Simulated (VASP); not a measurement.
Set up this calculation in VASP 6.6.1, as the native input.

```
Task                   : single point
Functional             : r2SCAN
Potentials or basis    : VASP PAW PBE potentials, release 64 (Cl, Br, Rb_sv)
Cutoff                 : 520 eV
k mesh                 : 6 × 6 × 6
Occupations            : gaussian, width 0.01 eV
Spin                   : no spin polarisation
Dipole correction      : no
Further INCAR settings : ALGO = Normal; EDIFF = 1e-07; NBANDS = 24
```

The system is Rb2BrCl.

```
Cl Br Rb
1.0
     2.39044    1.38012    7.82054
    -2.39044    1.38012    7.82054
     0.00000   -2.76024    7.82054
Cl Br Rb
1 1 2
Direct
  0.00000 0.00000 0.00000
  0.50000 0.50000 0.50000
  0.25399 0.25399 0.25399
  0.74601 0.74601 0.74601
```

One way to write it, as run:

POSCAR

```
Rb2BrCl
1.0
    2.3904422400      1.3801224708      7.8205418499
   -2.3904422400      1.3801224708      7.8205418499
    0.0000000000     -2.7602449415      7.8205418499
Cl Br Rb
1 1 2
Direct
    1.0000000000      0.0000000000      0.0000000000
    0.5000000000      0.5000000000      0.5000000000
    0.2539867098      0.2539867098      0.2539867098
    0.7460132902      0.7460132902      0.7460132902
```

INCAR.step1

```
SYSTEM = Rb2BrCl
  PREC = Accurate
  ENCUT = 520
  ISMEAR = 0
  SIGMA = 0.01
  LREAL = .False.
  LASPH = .True.
  NELM = 80
  NBANDS = 24
  GGA = PE
  ALGO = Normal
  EDIFF = 1E-4
  LWAVE = .True.
  LCHARG = .False.
```

INCAR.step2

```
SYSTEM = Rb2BrCl
  PREC = Accurate
  ENCUT = 520
  EDIFF = 1E-7
  ISMEAR = 0
  SIGMA = 0.01
  LREAL = .False.
  LASPH = .True.
  NELM = 80
  ALGO = Normal
  ISIF = 2
  LWAVE = .False.
  LCHARG = .False.
  METAGGA = R2SCAN
  LMIXTAU = .True.
  NBANDS = 24
  ISTART = 1
```

KPOINTS

```
regular mesh
0
Gamma
  6 6 6
  0 0 0
```

Potentials or basis: VASP PAW PBE potentials, release 64 (Cl, Br, Rb_sv).

Command:

```bash
$ cat potpaw_PBE.64/Cl/POTCAR potpaw_PBE.64/Br/POTCAR potpaw_PBE.64/Rb_sv/POTCAR > POTCAR
$ cp INCAR.step1 INCAR
$ mpirun -np 1 vasp_std > vasp.out
$ cp INCAR.step2 INCAR
$ mpirun -np 1 vasp_std > vasp.out
```

Results of the run:

```
Pressure               : 0.0 GPa
Band gap on the k mesh : 5.03 eV
```

Caveat: the PAW data sets were made with another functional, which shifts forces and pressure a little.

Run time: 9.1 min on 1 thread of Intel(R) Xeon(R) 6975P-C (Granite Rapids), on a shared host, peak memory 0.69 GiB.
